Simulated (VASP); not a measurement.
A run of VASP 6.6.1:

Contents of INCAR:

```
SYSTEM = Ge
ALGO = Normal
EDIFF = 1E-6
EDIFFG = -0.01
ENCUT = 600
GGA = PS
IBRION = 2
ISIF = 3
ISMEAR = 0
LASPH = .TRUE.
LCHARG = .FALSE.
LREAL = .FALSE.
LWAVE = .FALSE.
NELM = 60
NSW = 100
PREC = Accurate
SIGMA = 0.15
```

KPOINTS

```
k-points
0
G
  10 10 10
  0 0 0
```

POSCAR

```
Ge
1.0
    0.0000000000      2.8378807269      2.8378807269
    2.8378807269      0.0000000000      2.8378807269
    2.8378807269      2.8378807269      0.0000000000
Ge
2
Direct
    0.4991884447      0.4778844259      0.5472558749
    0.7508115553      0.7721155741      0.7027441251
```

Potentials or basis: VASP PAW PBE potentials, release 64 (Ge_d).

Run with:

```console
$ cat potpaw_PBE.64/Ge_d/POTCAR > POTCAR
$ mpirun -np 1 vasp_std > vasp.out
```

Hardware: 1 thread of Intel(R) Xeon(R) 6975P-C (Granite Rapids), on a shared host.

Q: How long does it take, and how much memory?

A: Wall time 23 min on 1 thread of Intel(R) Xeon(R) 6975P-C (Granite Rapids) (shared host), peak memory 0.54 GiB. Counts: scf iterations 124, k points 504, ion steps 22.
